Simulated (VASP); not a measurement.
# CuO (C2/c) in VASP: settings compared, part 2 of 2

VASP 6.6.1. Earlier steps stand in the parts before.

## (3) Single point, r2SCAN

This run uses another cell than the first one, of 9.54 Å³/atom.

The input, POSCAR:

```
CuO
1.0
    2.2946685771     -1.6755316414     -0.0336369364
    2.2946685771      1.6755316414     -0.0336369364
   -0.9055500811      0.0000000000      4.9734172007
Cu O
2 2
Direct
    0.5000000000      0.0000000000      0.5000000000
    0.0000000000      0.5000000000      0.0000000000
    0.4133502343      0.5866497657      0.7500000000
    0.5866497657      0.4133502343      0.2500000000
```

The input, INCAR.step1:

```
PREC = Accurate ; ENCUT = 520
ISMEAR = -1 ; SIGMA = 0.05
LREAL = F ; LASPH = T
NELM = 100 ; NBANDS = 25
GGA = PE ; ALGO = Normal
EDIFF = 1E-4 ; LWAVE = T
LCHARG = F
```

The input, INCAR.step2:

```
PREC = Accurate ; ENCUT = 520
EDIFF = 1E-6 ; ISMEAR = -1
SIGMA = 0.05 ; LREAL = F
LASPH = T ; NELM = 100
ALGO = Normal ; ISIF = 2
LWAVE = F ; LCHARG = F
METAGGA = R2SCAN ; LMIXTAU = T
NBANDS = 25 ; ISTART = 1
```

The input, KPOINTS:

```
regular mesh
0
Gamma
  10 10 5
```

Potentials or basis: VASP PAW PBE potentials, release 64 (Cu, O).

Started as:

```bash
$ cat potpaw_PBE.64/Cu/POTCAR potpaw_PBE.64/O/POTCAR > POTCAR
$ cp INCAR.step1 INCAR
$ mpirun -np 1 vasp_std > vasp.out
$ cp INCAR.step2 INCAR
$ mpirun -np 1 vasp_std > vasp.out
```

OUTCAR:

```text
PREC = Accurate
   ENCUT = 520
   EDIFF = 1E-6
   ISMEAR = -1
   LREAL = F
   LASPH = T
   NELM = 100
   ISIF = 2
   METAGGA = R2SCAN
   ISTART = 1

 ion  position               nearest neighbor table
   1  0.500  0.000  0.500-   3 1.90   4 1.90   4 1.94   3 1.94
   2  0.000  0.500  0.000-   4 1.90   3 1.90   4 1.94   3 1.94
   3  0.413  0.587  0.750-   2 1.90   1 1.90   2 1.94   1 1.94
   4  0.587  0.413  0.250-   1 1.90   2 1.90   2 1.94   1 1.94

[... 876 lines left out ...]
  Direction    XX          YY          ZZ          XY          YZ          ZX
  --------------------------------------------------------------------------------------
  -------------------------------------------------------------------------------------
  Total        2.6823403      2.5537007      2.7632477      0.0000000      0.0000000     -0.0077793
  in kB      112.6750265    107.2713574    116.0736422      0.0000000      0.0000000     -0.3267780
  external PRESSURE =     112.0066754 kB  Pullay stress =       0.0000000 kB

 VOLUME and BASIS-vectors are now :
 -----------------------------------------------------------------------------
  energy-cutoff  :      520.00
  volume of cell :       38.14
      direct lattice vectors                 reciprocal lattice vectors
     2.294668577 -1.675531641 -0.033636936     0.218479520 -0.298412747  0.039780324
     2.294668577  1.675531641 -0.033636936     0.218479520  0.298412747  0.039780324
    -0.905550081  0.000000000  4.973417201     0.002955305  0.000000000  0.201607091

 POSITION                                       TOTAL-FORCE (eV/Angst)
 -----------------------------------------------------------------------------------
      0.69456     -0.83777      2.46989         0.000000     -0.000000      0.000000
      1.14733      0.83777     -0.01682         0.000000     -0.000000      0.000000
      1.61551      0.29037      3.69643        -0.000000      0.064254      0.000000
      2.06828     -0.29037      1.20972         0.000000     -0.064254     -0.000000
 -----------------------------------------------------------------------------------
    total drift:                                0.000000     -0.000000     -0.000000

  FREE ENERGIE OF THE ION-ELECTRON SYSTEM (eV)
  ---------------------------------------------------
  free  energy   TOTEN  =       -36.2991650079 eV

  energy  without entropy=      -36.2822962442  energy(sigma->0) =      -36.29073063
```

OUTCAR.step1:

```text
PREC = Accurate
   ENCUT = 520
   ISMEAR = -1
   LREAL = F
   LASPH = T
[... 904 lines left out ...]
      0.69456     -0.83777      2.46989        -0.000000     -0.000000     -0.000000
      1.14733      0.83777     -0.01682        -0.000000     -0.000000     -0.000000
      1.61551      0.29037      3.69643         0.000000      0.090855      0.000000
      2.06828     -0.29037      1.20972        -0.000000     -0.090855      0.000000
 -----------------------------------------------------------------------------------
    total drift:                                0.000000     -0.000000     -0.000000

  FREE ENERGIE OF THE ION-ELECTRON SYSTEM (eV)
  ---------------------------------------------------
  free  energy   TOTEN  =       -19.3522649985 eV

  energy  without entropy=      -19.3347834573  energy(sigma->0) =      -19.34352423
```

OSZICAR.step1:

```text
N       E                     dE             d eps       ncg     rms          rms(c)
DAV:   1     0.292196348603E+03    0.29220E+03   -0.16553E+04  7578   0.221E+03
DAV:   2     0.959948398742E+01   -0.28260E+03   -0.26092E+03  7143   0.402E+02
DAV:   3    -0.243455876333E+02   -0.33945E+02   -0.32149E+02  8769   0.154E+02
DAV:   4    -0.254089701061E+02   -0.10634E+01   -0.10576E+01  8536   0.293E+01
DAV:   5    -0.254289400706E+02   -0.19970E-01   -0.19964E-01  9311   0.359E+00    0.173E+01
DAV:   6    -0.223548154201E+02    0.30741E+01   -0.33016E+01  9957   0.150E+02    0.123E+01
DAV:   7    -0.193014063425E+02    0.30534E+01   -0.90564E+00  8522   0.113E+02    0.259E+00
DAV:   8    -0.193885651752E+02   -0.87159E-01   -0.13728E+00  7716   0.813E+00    0.163E+00
DAV:   9    -0.193567394070E+02    0.31826E-01   -0.54187E-02 12351   0.670E+00    0.506E-01
DAV:  10    -0.193528337589E+02    0.39056E-02   -0.13178E-02 10660   0.196E+00    0.312E-01
DAV:  11    -0.193522265158E+02    0.60724E-03   -0.54904E-03 10621   0.703E-01    0.452E-02
DAV:  12    -0.193522649985E+02   -0.38483E-04   -0.20441E-04  5682   0.159E-01
   1 F= -.19352265E+02 E0= -.19343524E+02  d E =-.174815E-01
```

Run time: 3.5 min. Hardware: 1 thread of Intel Xeon 6975P-C (Granite Rapids), shared host; peak memory 0.24 GiB.

Results:

```yaml
Free_energy: -36.2992 eV
Pressure: 11.2 GPa
Largest_force: 0.064 eV/Å
Band_gap_on_the_k_mesh: zero (bands 17 and 18 overlap by 0.58 eV)
```

Forces on the atoms (eV/Å):
```
Cu   0.000  0.000  0.000
Cu   0.000  0.000  0.000
O    0.000  0.064  0.000
O    0.000 -0.064  0.000
```

Stress tensor (GPa, compression positive):
```
11.27  0.00 -0.03
 0.00 10.73  0.00
-0.03  0.00 11.61
```

Caveat: the cell stands under pressure; the PAW data sets were made with another functional, which shifts forces and pressure a little; semilocal functionals often make such compounds metallic where correlation or magnetic order opens a gap, which also shifts bond lengths.

## (4) Single point, r2SCAN

This run uses another cell than the first one, of 10.13 Å³/atom.

The input, POSCAR:

```
CuO
1.0
    2.3418500000     -1.7113000000      0.0000000000
    2.3418500000      1.7113000000      0.0000000000
   -0.8500274268      0.0000000000      5.0578693947
Cu O
2 2
Direct
    0.5000000000      0.0000000000      0.5000000000
    0.0000000000      0.5000000000      0.0000000000
    0.4184000000      0.5816000000      0.7500000000
    0.5816000000      0.4184000000      0.2500000000
```

The input, INCAR.step1:

```
PREC     = Accurate       # precision mode
ENCUT    = 520            # plane-wave cutoff, eV
ISMEAR   = -1             # smearing method
SIGMA    = 0.05           # smearing width, eV
LREAL    = False          # projectors in reciprocal space
LASPH    = True           # aspherical terms in the spheres
NELM     = 80             # most SCF steps
NBANDS   = 25             # bands
GGA      = PE             # functional
ALGO     = Normal         # electronic algorithm
EDIFF    = 1E-4           # SCF threshold, eV
LWAVE    = True           # write WAVECAR
LCHARG   = False          # write CHGCAR
```

The input, INCAR.step2:

```
PREC     = Accurate       # precision mode
ENCUT    = 520            # plane-wave cutoff, eV
EDIFF    = 1E-6           # SCF threshold, eV
ISMEAR   = -1             # smearing method
SIGMA    = 0.05           # smearing width, eV
LREAL    = False          # projectors in reciprocal space
LASPH    = True           # aspherical terms in the spheres
NELM     = 80             # most SCF steps
ALGO     = Normal         # electronic algorithm
ISIF     = 2              # what is computed and relaxed
LWAVE    = False          # write WAVECAR
LCHARG   = False          # write CHGCAR
METAGGA  = R2SCAN         # meta-GGA
LMIXTAU  = True         
NBANDS   = 25             # bands
ISTART   = 1
```

KPOINTS is that of step 3.

Started as:

```bash
$ cat potpaw_PBE.64/Cu/POTCAR potpaw_PBE.64/O/POTCAR > POTCAR
$ cp INCAR.step1 INCAR
$ mpirun -np 1 vasp_std > vasp.out
$ cp INCAR.step2 INCAR
$ mpirun -np 1 vasp_std > vasp.out
```

Wall time 3.5 min (1 thread of Intel Xeon 6975P-C (Granite Rapids), shared host); peak memory 0.25 GiB.

It converged, with:

```
Free energy            : -36.3798 eV
Pressure               : -0.3 GPa
Largest force          : 0.242 eV/Å
Band gap on the k mesh : zero (bands 17 and 18 overlap by 0.59 eV)
```

Forces on the atoms (eV/Å):
```
Cu   0.000  0.000  0.000
Cu   0.000  0.000  0.000
O    0.000 -0.242  0.000
O    0.000  0.242  0.000
```

Stress tensor (GPa, compression positive):
```
-0.63  0.00 -0.65
 0.00  1.16  0.00
-0.65  0.00 -1.43
```

Levels at points of the mesh, in eV from the Fermi level:
| k point | band 14 | band 15 | band 16 | band 17 | band 18 | band 19 | band 20 | band 21 |
| --- | --- | --- | --- | --- | --- | --- | --- | --- |
| (0.00, 0.00, 0.00) | -2.42 | -2.35 | -1.88 | 0.19 | 0.97 | 2.05 | 6.55 | 8.73 |
| (0.50, 0.00, 0.00) | -1.79 | -1.68 | -1.58 | 0.02 | 0.26 | 5.30 | 6.86 | 7.48 |
| (0.50, 0.50, 0.00) | -2.30 | -1.70 | -1.39 | -0.77 | 1.10 | 3.75 | 7.62 | 9.02 |

Caveat: the PAW data sets were made with another functional, which shifts forces and pressure a little; semilocal functionals often make such compounds metallic where correlation or magnetic order opens a gap, which also shifts bond lengths. With open d or f shells a metallic result of r2SCAN can be an artefact of self-interaction; +U or a hybrid may open a gap.

## (5) Single point, RPBE

This run uses another cell than the first one, of 10.13 Å³/atom.

The input, INCAR:

```
  PREC = Accurate
  ENCUT = 520
  EDIFF = 1E-6
  ISMEAR = -1
  SIGMA = 0.05
  LREAL = F
  LASPH = T
  NELM = 60
  ALGO = Normal
  ISIF = 2
  LWAVE = F
  LCHARG = F
  GGA = RP
  NBANDS = 25
```

The input, KPOINTS:

```
Automatic mesh
0
Gamma
  10 10 5
```

POSCAR is that of step 4.

Potentials or basis: VASP PAW PBE potentials, release 64 (Cu, O).

Started as:

```bash
$ cat potpaw_PBE.64/Cu/POTCAR potpaw_PBE.64/O/POTCAR > POTCAR
$ mpirun -np 1 vasp_std > vasp.out
```

OUTCAR:

```text
PREC = Accurate
   ENCUT = 520
   EDIFF = 1E-6
   ISMEAR = -1
   LREAL = F
   LASPH = T
   NELM = 60
   ISIF = 2
   GGA = RP

 ion  position               nearest neighbor table
   1  0.500  0.000  0.500-   3 1.95   4 1.95   4 1.96   3 1.96
   2  0.000  0.500  0.000-   4 1.95   3 1.95   4 1.96   3 1.96
   3  0.418  0.582  0.750-   2 1.95   1 1.95   2 1.96   1 1.96
   4  0.582  0.418  0.250-   1 1.95   2 1.95   2 1.96   1 1.96

  LATTYP: Found a base centered monoclinic cell.
[... 874 lines left out ...]
  FORCE on cell =-STRESS in cart. coord.  units (eV):
  Direction    XX          YY          ZZ          XY          YZ          ZX
  --------------------------------------------------------------------------------------
  -------------------------------------------------------------------------------------
  Total        3.0965097      3.0429783      3.0406909      0.0000000      0.0000000     -0.4253318
  in kB      122.3771112    120.2614986    120.1710956      0.0000000      0.0000000    -16.8095317
  external PRESSURE =     120.9365685 kB  Pullay stress =       0.0000000 kB

 VOLUME and BASIS-vectors are now :
 -----------------------------------------------------------------------------
  energy-cutoff  :      520.00
  volume of cell :       40.54
      direct lattice vectors                 reciprocal lattice vectors
     2.341850000 -1.711300000  0.000000000     0.213506416 -0.292175539  0.035881968
     2.341850000  1.711300000  0.000000000     0.213506416  0.292175539  0.035881968
    -0.850027427  0.000000000  5.057869395     0.000000000  0.000000000  0.197711709

 POSITION                                       TOTAL-FORCE (eV/Angst)
 -----------------------------------------------------------------------------------
      0.74591     -0.85565      2.52893         0.000000      0.000000     -0.000000
      1.17092      0.85565      0.00000         0.000000      0.000000     -0.000000
      1.70433      0.27928      3.79340         0.000000     -0.147272      0.000000
      2.12934     -0.27928      1.26447        -0.000000      0.147272     -0.000000
 -----------------------------------------------------------------------------------
    total drift:                                0.000000      0.000000     -0.000000

  FREE ENERGIE OF THE ION-ELECTRON SYSTEM (eV)
  ---------------------------------------------------
  free  energy   TOTEN  =       -17.7422412070 eV

  energy  without entropy=      -17.7229225305  energy(sigma->0) =      -17.73258187
```

OSZICAR:

```text
N       E                     dE             d eps       ncg     rms          rms(c)
DAV:   1     0.297997128095E+03    0.29800E+03   -0.16357E+04  7466   0.217E+03
DAV:   2     0.125634253009E+02   -0.28543E+03   -0.26283E+03  7231   0.398E+02
DAV:   3    -0.225459715813E+02   -0.35109E+02   -0.33236E+02  8632   0.155E+02
DAV:   4    -0.237181350995E+02   -0.11722E+01   -0.11662E+01  8623   0.303E+01
DAV:   5    -0.237412107175E+02   -0.23076E-01   -0.23067E-01  9142   0.378E+00    0.171E+01
DAV:   6    -0.209114756271E+02    0.28297E+01   -0.32948E+01 10055   0.145E+02    0.129E+01
DAV:   7    -0.176737346844E+02    0.32377E+01   -0.92421E+00  8547   0.112E+02    0.264E+00
DAV:   8    -0.177694908306E+02   -0.95756E-01   -0.14369E+00  7775   0.834E+00    0.161E+00
DAV:   9    -0.177458943790E+02    0.23596E-01   -0.62474E-02 12162   0.650E+00    0.498E-01
DAV:  10    -0.177421972904E+02    0.36971E-02   -0.13513E-02 10678   0.211E+00    0.292E-01
DAV:  11    -0.177421659922E+02    0.31298E-04   -0.53442E-03 10573   0.655E-01    0.537E-02
DAV:  12    -0.177421946670E+02   -0.28675E-04   -0.21260E-04  8831   0.162E-01    0.286E-02
DAV:  13    -0.177422424627E+02   -0.47796E-04   -0.10240E-04 10666   0.102E-01    0.111E-02
DAV:  14    -0.177422410663E+02    0.13964E-05   -0.20323E-06  7250   0.447E-02    0.525E-03
DAV:  15    -0.177422412070E+02   -0.14069E-06   -0.33700E-06  6897   0.181E-02
   1 F= -.17742241E+02 E0= -.17732582E+02  d E =-.193187E-01
```

stdout:

```text
POSCAR found type information on POSCAR CuO
 POSCAR found :  2 types and       4 ions
 scaLAPACK will be used
 -----------------------------------------------------------------------------
|                                                                             |
|                                                                             |
|     You enforced a specific xc type in the INCAR file but a different       |
|     I HOPE YOU KNOW WHAT YOU ARE DOING!                                     |
|                                                                             |
 -----------------------------------------------------------------------------

 LDA part: xc-table for (Slater+PW92), standard interpolation
 POSCAR, INCAR and KPOINTS ok, starting setup
 FFT: planning ... GRIDC
 FFT: planning ... GRID_SOFT
 FFT: planning ... GRID
 WAVECAR not read
 entering main loop
```

Run time: 58 s. Hardware: 1 thread of Intel Xeon 6975P-C (Granite Rapids), shared host; peak memory 0.24 GiB.

Results:

* Free energy: -17.7422 eV
* Pressure: 12.1 GPa
* Largest force: 0.147 eV/Å
* Band gap on the k mesh: zero (bands 17 and 18 overlap by 0.60 eV)

Forces in eV/Å, atoms in the order of the input:
```
Cu   0.000  0.000  0.000
Cu   0.000  0.000  0.000
O    0.000 -0.147  0.000
O    0.000  0.147  0.000
```

Caveat: the cell stands under pressure; the PAW data sets were made with another functional, which shifts forces and pressure a little; semilocal functionals often make such compounds metallic where correlation or magnetic order opens a gap, which also shifts bond lengths.

## (6) Single point, revPBE

This run uses another cell than the first one, of 10.13 Å³/atom.

The input, INCAR:

```
SYSTEM = CuO
PREC = Accurate
ENCUT = 520
EDIFF = 1E-6
ISMEAR = -1
SIGMA = 0.05
LREAL = .False.
LASPH = .True.
NELM = 100
ALGO = Normal
ISIF = 2
LWAVE = .False.
LCHARG = .True.
GGA = RE
LELF = .True.
LVHAR = .True.
NBANDS = 25
```

The input, KPOINTS:

```
Automatic mesh
0
Gamma
  10 10 5
  0 0 0
```

POSCAR is that of step 5.

Potentials or basis: VASP PAW PBE potentials, release 64 (Cu, O).

Started as:

```bash
$ cat potpaw_PBE.64/Cu/POTCAR potpaw_PBE.64/O/POTCAR > POTCAR
$ mpirun -np 1 vasp_std > vasp.out
```

It took 57 s on 1 thread of Intel Xeon 6975P-C (Granite Rapids), shared host; peak memory 0.24 GiB.

It converged, with:

```
Free energy            : -18.0234 eV
Pressure               : 10.6 GPa
Largest force          : 0.167 eV/Å
Band gap on the k mesh : zero (bands 17 and 18 overlap by 0.60 eV)
```

Forces in eV/Å, atoms in the order of the input:
```
Cu   0.000  0.000  0.000
Cu   0.000  0.000  0.000
O    0.000 -0.167  0.000
O    0.000  0.167  0.000
```

Stress tensor (GPa, compression positive):
```
10.64  0.00 -1.56
 0.00 10.75  0.00
-1.56  0.00 10.31
```

Levels at points of the mesh, in eV from the Fermi level:
```tsv
k point	band 13	band 14	band 15	band 16	band 17	band 18	band 19	band 20	band 21	band 22
(0.00, 0.00, 0.00)	-2.40	-2.23	-2.17	-1.67	0.21	0.94	1.75	6.09	8.22	13.46
(0.50, 0.00, 0.00)	-2.06	-1.62	-1.52	-1.43	0.01	0.25	4.94	6.38	7.01	11.20
(0.50, 0.50, 0.00)	-2.16	-2.14	-1.67	-1.23	-0.67	1.07	3.41	7.18	8.58	10.11
```

Caveat: the cell stands under pressure; the PAW data sets were made with another functional, which shifts forces and pressure a little; semilocal functionals often make such compounds metallic where correlation or magnetic order opens a gap, which also shifts bond lengths. With open d or f shells a metallic result of revPBE can be an artefact of self-interaction; +U or a hybrid may open a gap.

## (7) Summary

| level | cell | gap on the mesh (eV) | pressure (GPa) | largest force (eV/Å) |
| --- | --- | --- | --- | --- |
| r2SCAN | a = 2.814, b = 2.814, c = 4.999 Å, angles 101.5, 101.5, 67.0°, 4 atoms, atomic positions A | none | 21.4 | 0.08 |
| r2SCAN | a = 2.841, b = 2.841, c = 5.055 Å, angles 99.0, 99.0, 72.3°, 4 atoms, atomic positions B | none | 11.2 | 0.06 |
| r2SCAN | a = 2.900, b = 2.900, c = 5.129 Å, angles 97.7, 97.7, 72.3°, 4 atoms, atomic positions C | none | -0.3 | 0.24 |
| RPBE | a = 2.900, b = 2.900, c = 5.129 Å, angles 97.7, 97.7, 72.3°, 4 atoms, atomic positions C | none | 12.1 | 0.15 |
| revPBE | a = 2.900, b = 2.900, c = 5.129 Å, angles 97.7, 97.7, 72.3°, 4 atoms, atomic positions C | none | 10.6 | 0.17 |

Alike in all rows: task single point; potentials or basis VASP PAW PBE potentials, release 64 (Cu, O); no spin polarisation; k mesh 10 × 10 × 5; cutoff (eV) 520; smearing fermi-dirac 0.05 eV.

Caveats: the PAW data sets were made with another functional, which shifts forces and pressure a little; semilocal functionals often make such compounds metallic where correlation or magnetic order opens a gap, which also shifts bond lengths; the cell stands under pressure (at least some runs).

Total energies depend on the potentials used, so only differences within one code and one set of settings carry meaning.
